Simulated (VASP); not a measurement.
# AlN (R3m) in VASP: further runs

Runs on AlN. Level: PBE. Tasks: single point.

Program: VASP 6.6.1. These are calculated values, not measurements. Logs are shortened: lines on timing, memory, paths and dates and some standing lists are left out, and cuts for length are marked.

## Step 1: The cell of the first run

Symmetry: R3m, No. 160, trigonal system. The conventional cell has a = 2.846 Å, b = 2.846 Å, c = 7.818 Å, α = 90.00°, β = 90.00°, γ = 120.00°. Al (site symmetry 3m) has 6 N at 1.91 to 2.32 Å within 2.5 Å. Within 2.5 Å of N (site symmetry 3m) lie 6 Al at 1.91 to 2.32 Å.

## Step 2: Single point, PBE (strained and its atoms moved)

INCAR reads:

```
SYSTEM = AlN
  PREC = Accurate
  ENCUT = 520
  EDIFF = 1E-6
  ISMEAR = 0
  SIGMA = 0.02
  LREAL = .FALSE.
  LASPH = .TRUE.
  NELM = 60
  ALGO = Normal
  ISIF = 2
  LWAVE = .FALSE.
  LCHARG = .TRUE.
  GGA = PE
  LELF = .TRUE.
  LVHAR = .TRUE.
  NBANDS = 11
```

KPOINTS reads:

```
regular mesh
0
G
  10 10 10
  0 0 0
```

POSCAR reads:

```
AlN
1.0
    0.1627614400      2.1753676811      2.1753676811
    2.1753676811      0.1627614400      2.1753676811
    2.1753676811      2.1753676811      0.1627614400
Al N
1 1
Direct
    0.5212833065      0.5212833065      0.5212833065
   -0.0212833065     -0.0212833065     -0.0212833065
```

Potentials or basis: VASP PAW PBE potentials, release 64 (Al, N).

On the command line:

```sh
$ cat potpaw_PBE.64/Al/POTCAR potpaw_PBE.64/N/POTCAR > POTCAR
$ mpirun -np 1 vasp_std > vasp.out
```

OUTCAR:

```text
SYSTEM = AlN
   PREC = Accurate
   ENCUT = 520
   EDIFF = 1E-6
   ISMEAR = 0
   LREAL = .FALSE.
   LASPH = .TRUE.
   NELM = 60
   ISIF = 2
   GGA = PE

 ion  position               nearest neighbor table
   1  0.521  0.521  0.521-   2 1.91   2 1.91   2 1.91   2 2.32   2 2.32   2 2.32
   2  0.979  0.979  0.979-   1 1.91   1 1.91   1 1.91   1 2.32   1 2.32   1 2.32

  LATTYP: Found a trigonal (rhomboedric) cell.
 ALAT       =     3.0807369869
 COS(alpha) =     0.5732157491

  Lattice vectors:

 A1 = (   0.1627614400,   2.1753676811,   2.1753676811)
 A2 = (   2.1753676811,   0.1627614400,   2.1753676811)
 A3 = (   2.1753676811,   2.1753676811,   0.1627614400)

Analysis of symmetry for initial positions (statically):
=====================================================================
 Subroutine PRICEL returns:
 Original cell was already a primitive cell.

 Routine SETGRP: Setting up the symmetry group for a
 trigonal (rhombohedral) supercell.

 Subroutine GETGRP returns: Found  6 space group operations
 (whereof  6 operations were pure point group operations)
 out of a pool of 12 trial point group operations.

The static configuration has the point symmetry C_3v.

Analysis of symmetry for dynamics (positions and initial velocities):
=====================================================================
 Subroutine PRICEL returns:
 Original cell was already a primitive cell.

 Routine SETGRP: Setting up the symmetry group for a
 trigonal (rhombohedral) supercell.

 Subroutine GETGRP returns: Found  6 space group operations
 (whereof  6 operations were pure point group operations)
 out of a pool of 12 trial point group operations.

The dynamic configuration has the point symmetry C_3v.

 Subroutine INISYM returns: Found  6 space group operations
 (whereof  6 operations are pure point group operations),
 and found     1 'primitive' translations

----------------------------------------------------------------------------------------

                                     Primitive cell

  volume of cell :      18.2823

  direct lattice vectors                    reciprocal lattice vectors
     0.162761440  2.175367681  2.175367681    -0.257392884  0.239475296  0.239475296
     2.175367681  0.162761440  2.175367681     0.239475296 -0.257392884  0.239475296
     2.175367681  2.175367681  0.162761440     0.239475296  0.239475296 -0.257392884

  length of vectors
     3.080736987  3.080736987  3.080736987     0.425379749  0.425379749  0.425379749

  position of ions in fractional coordinates (direct lattice)
     0.521283307  0.521283307  0.521283307
     0.978716693  0.978716693  0.978716693

  ion indices of the primitive-cell ions
   primitive index   ion index
                 1           1
                 2           2

----------------------------------------------------------------------------------------

 KPOINTS: regular mesh

Automatic generation of k-mesh.
 Grid dimensions read from file:
 generate k-points for:   10   10   10

 Generating k-lattice:

  Cartesian coordinates                     Fractional coordinates (reciprocal lattice)
    -0.025739288  0.023947530  0.023947530     0.100000000  0.000000000  0.000000000
     0.023947530 -0.025739288  0.023947530     0.000000000  0.100000000  0.000000000
     0.023947530  0.023947530 -0.025739288     0.000000000  0.000000000  0.100000000

  Length of vectors
     0.042537975  0.042537975  0.042537975

  Shift w.r.t. Gamma in fractional coordinates (k-lattice)
     0.000000000  0.000000000  0.000000000

 Subroutine IBZKPT returns following result:
 ===========================================

 Found    116 irreducible k-points:

 Following reciprocal coordinates:
            Coordinates               Weight
  0.000000  0.000000  0.000000      1.000000
  0.100000  0.000000  0.000000      6.000000
  0.200000  0.000000  0.000000      6.000000
  0.300000  0.000000  0.000000      6.000000
  0.400000  0.000000  0.000000      6.000000
  0.500000  0.000000 -0.000000      3.000000
[... 16 lines left out ...]
  0.300000  0.300000  0.000000      6.000000
  0.400000  0.300000  0.000000     12.000000
 [... further k-points ...]
   k-points           NKPTS =    116   k-points in BZ     NKDIM =    116   number of bands    NBANDS=     11
   number of dos      NEDOS =    301   number of ions     NIONS =      2
   total plane-waves  NPLWV =  13824
   dimension x,y,z NGX =    24 NGY =   24 NGZ =   24
   dimension x,y,z NGXF=    48 NGYF=   48 NGZF=   48
   ions per type =               1   1
   NGX,Y,Z   is equivalent  to a cutoff of  12.95, 12.95, 12.95 a.u.
   NGXF,Y,Z  is equivalent  to a cutoff of  25.90, 25.90, 25.90 a.u.
 SYSTEM =  AlN
   PREC   = accura    normal or accurate (medium, high low for compatibility)
   ISTART =      0    job   : 0-new  1-cont  2-samecut
   ICHARG =      2    charge: 1-file 2-atom 10-const
   ISPIN  =      1    spin polarized calculation?
   LNONCOLLINEAR =      F non collinear calculations
   LSORBIT =      F    spin-orbit coupling
   LASPH  =      T    aspherical Exc in radial PAW
   ENCUT  =  520.0 eV  38.22 Ry    6.18 a.u.   5.73  5.73  5.73*2*pi/ulx,y,z
   NELM   =     60;   NELMIN=  2; NELMDL= -5     # of ELM steps
   EDIFF  = 0.1E-05   stopping-criterion for ELM
   LREAL  =      F    real-space projection
   EDIFFG = 0.1E-04   stopping-criterion for IOM
   NSW    =      0    number of steps for IOM
   IBRION =     -1    ionic relax: 0-MD 1-quasi-New 2-CG
   NFREE  =      0    steps in history (QN), initial steepest desc. (CG)
   ISIF   =      2    stress and relaxation
   ISYM   =      2    0-nonsym 1-usesym 2-fastsym
   POTIM  = 0.5000    time-step for ionic-motion
   TEBEG  =    0.0;   TEEND  =   0.0 temperature during run
   PSTRESS=    0.0 pullay stress
   NELECT =       8.0000    total number of electrons
   NUPDOWN=      -1.0000    fix difference up-down
   EMIN   =  10.00;   EMAX   =-10.00  energy-range for DOS
   EFERMI =   0.00;   METHOD = LEGACY
   ISMEAR =     0;   SIGMA  =   0.02  broadening in eV -4-tet -1-fermi 0-gaus
   EFERMI_NEDOS =   21; number of points for ismear=-14 and -15
   IALGO  =     38    algorithm
   IMIX   =      4    mixing-type and parameters
     AMIX     =   0.40;   BMIX     =  1.00
     AMIX_MAG =   1.60;   BMIX_MAG =  1.00
  volume/ion in A,a.u.               =       9.14        61.69
  Fermi-wavevector in a.u.,A,eV,Ry     =   1.242876  2.348696 21.017484  1.544741
  Thomas-Fermi vector in A             =   2.377212
   LORBIT       =      0    0 simple, 1 ext, 2 COOP (PROOUT), +10 PAW based schemes
   GGA     = PE    functional components
   LHFCALC =     F    Hartree Fock is set to
   AEXX    =    0.0000 exact exchange contribution
   IVDW    =     0    specifies the selected vdW correction
   LEPSILON=     F    determine dielectric tensor
   LRPA    =     F    only Hartree local field effects (RPA)
 non-spin polarized calculation
 Gauss-broadening in eV      SIGMA  =   0.02
  energy-cutoff  :      520.00
  volume of cell :       18.28
 maximum number of plane-waves:       507
   NGX = 11   NGY = 11   NGZ = 11

 number of electron       8.0000001 magnetization

 Free energy of the ion-electron system (eV)
  ---------------------------------------------------
  ext. energy  EPLUGINS =         0.00000000
  ---------------------------------------------------
  free energy    TOTEN  =       -14.03381728 eV

  energy without entropy =      -14.03381728  energy(sigma->0) =      -14.03381728

 E-fermi :   9.0655     XC(G=0): -11.7715

 val. band max:        8.8780248152   @ k =   0.0000   0.0000   0.0000
 cond. band min:      11.6512747796   @ k =   0.5000   0.5000   0.0000
 fundamental gap:      2.7732499644
 Fermi energy:         9.0655385028

 k-point     1 :       0.0000    0.0000    0.0000
  band No.  band energies     occupation
      1      -8.0425      2.00000
      2       7.7136      2.00000
      3       8.8780      2.00000
      4       8.8780      2.00000
      5      12.1275      0.00000
      6      19.7516      0.00000
      7      21.6647      0.00000
      8      21.6647      0.00000
      9      24.1035      0.00000
     10      25.9775      0.00000
     11      25.9775      0.00000

 k-point     2 :       0.1000    0.0000    0.0000
  band No.  band energies     occupation
      1      -7.8483      2.00000
      2       7.3807      2.00000
      3       8.1835      2.00000
      4       8.7574      2.00000
      5      12.7364      0.00000
      6      19.6593      0.00000
      7      20.6483      0.00000
      8      21.7459      0.00000
      9      23.8587      0.00000
     10      24.7418      0.00000
     11      25.5662      0.00000

 k-point     3 :       0.2000    0.0000    0.0000
  band No.  band energies     occupation
      1      -7.2864      2.00000
      2       5.7686      2.00000
      3       7.7092      2.00000
      4       8.4627      2.00000
      5      13.5420      0.00000
      6      18.5774      0.00000
      7      20.6724      0.00000
      8      21.2064      0.00000
      9      23.1446      0.00000
     10      24.9725      0.00000
     11      25.0002      0.00000
[... 267 lines left out ...]
 k-point    23 :       0.3000    0.3000    0.0000
  band No.  band energies     occupation
      1      -6.0506      2.00000
      2       4.0273      2.00000
      3       6.3620      2.00000
      4       7.3300      2.00000
      5      13.6467      0.00000
      6      16.1684      0.00000
      7      18.9861      0.00000
      8      23.2811      0.00000
      9      23.8747      0.00000
     10      29.4345      0.00000
     11      30.0057      0.00000

 k-point    24 :       0.4000    0.3000    0.0000
  band No.  band energies     occupation
      1      -5.3939      2.00000
      2       3.2547      2.00000
      3       6.1161      2.00000
      4       6.5787      2.00000
      5      13.0268      0.00000
      6      16.3336      0.00000
      7      19.2699      0.00000
      8      23.3819      0.00000
      9      24.3255      0.00000
     10      30.1252      0.00000
     11      31.3704      0.00000

 [... further k-points ...]

------------------------ aborting loop because EDIFF is reached ----------------------------------------

  FORCE on cell =-STRESS in cart. coord.  units (eV):
  Direction    XX          YY          ZZ          XY          YZ          ZX
  --------------------------------------------------------------------------------------
  -------------------------------------------------------------------------------------
  Total       -0.1946784     -0.1946784     -0.1946784     -2.2481673     -2.2481673     -2.2481673
  in kB      -17.0607293    -17.0607293    -17.0607293   -197.0191475   -197.0191475   -197.0191475
  external PRESSURE =     -17.0607293 kB  Pullay stress =       0.0000000 kB

 VOLUME and BASIS-vectors are now :
 -----------------------------------------------------------------------------
  energy-cutoff  :      520.00
  volume of cell :       18.28
      direct lattice vectors                 reciprocal lattice vectors
     0.162761440  2.175367681  2.175367681    -0.257392884  0.239475296  0.239475296
     2.175367681  0.162761440  2.175367681     0.239475296 -0.257392884  0.239475296
     2.175367681  2.175367681  0.162761440     0.239475296  0.239475296 -0.257392884

 POSITION                                       TOTAL-FORCE (eV/Angst)
 -----------------------------------------------------------------------------------
      2.35281      2.35281      2.35281        -0.529110     -0.529110     -0.529110
      4.41743      4.41743      4.41743         0.529110      0.529110      0.529110
 -----------------------------------------------------------------------------------
    total drift:                                0.000108      0.000108      0.000108

  FREE ENERGIE OF THE ION-ELECTRON SYSTEM (eV)
  ---------------------------------------------------
  free  energy   TOTEN  =       -14.0338172799 eV

  energy  without entropy=      -14.0338172799  energy(sigma->0) =      -14.03381728
```

It took 12 s on 1 thread of Intel Xeon Platinum 8488C (Sapphire Rapids), shared host; peak memory 0.14 GiB.

Results:

- Free energy: -14.0338 eV
- Pressure: -1.7 GPa
- Largest force: 0.916 eV/Å
- Band gap on the k mesh: 2.77 eV, indirect (least direct gap 3.25 eV)

Forces on the atoms (eV/Å):
```
Al  -0.529 -0.529 -0.529
N    0.529  0.529  0.529
```

Caveat: the cell differs from its parent crystal (strained and its atoms moved). A k mesh can miss the band edges.

## Step 3: Single point, PBE (strained and its atoms moved)

INCAR reads:

```
PREC = Accurate
ENCUT = 520
EDIFF = 1E-6
ISMEAR = 0
SIGMA = 0.02
LREAL = False
LASPH = True
NELM = 60
ALGO = Normal
ISIF = 2
LWAVE = False
LCHARG = False
GGA = PE
NBANDS = 11
```

KPOINTS reads:

```
Automatic mesh
0
Gamma
  10 10 10
```

POSCAR reads:

```
AlN
1.0
    0.0000000000      2.1425305606      2.1425305606
    2.1018402006      0.0406903600      2.1018402006
    2.1425305606      2.1425305606      0.0000000000
Al N
1 1
Direct
    0.4645278225      0.6064165325      0.4645278225
    0.0354721775     -0.1064165325      0.0354721775
```

Potentials or basis: VASP PAW PBE potentials, release 64 (Al, N).

On the command line:

```sh
$ cat potpaw_PBE.64/Al/POTCAR potpaw_PBE.64/N/POTCAR > POTCAR
$ mpirun -np 1 vasp_std > vasp.out
```

Wall time 14 s (1 thread of Intel Xeon Platinum 8488C (Sapphire Rapids), shared host); peak memory 0.15 GiB.

Results (log left out):

```
Free energy            : -13.9891 eV
Pressure               : -1.8 GPa
Largest force          : 1.226 eV/Å
Band gap on the k mesh : 2.47 eV, indirect (least direct gap 2.99 eV)
```

Forces on the atoms (eV/Å):
```
Al  -0.708  0.708 -0.708
N    0.708 -0.708  0.708
```

Stress tensor (GPa, compression positive):
```
-1.80 -4.09  4.09
-4.09 -1.80 -4.09
 4.09 -4.09 -1.80
```

Levels at points of the mesh, in eV from the valence-band top:
```tsv
k point	band 1	band 2	band 3	band 4	band 5	band 6	band 7	band 8
(0.00, 0.00, 0.00)	-16.80	-1.12	-1.12	0.00	2.99	11.08	11.08	12.79
(0.50, 0.00, 0.00)	-14.25	-7.92	-1.74	-0.68	4.74	8.38	9.84	12.59
(0.00, 0.50, 0.00)	-14.14	-7.36	-1.88	-1.88	5.14	9.24	9.24	9.96
(0.50, 0.50, 0.00)	-13.47	-6.79	-3.35	-2.46	2.47	5.19	11.92	14.40
```

Caveat: the cell differs from its parent crystal (strained and its atoms moved); forces of over 1 eV/Å act on the atoms, so gaps and moduli don't describe the material at rest.
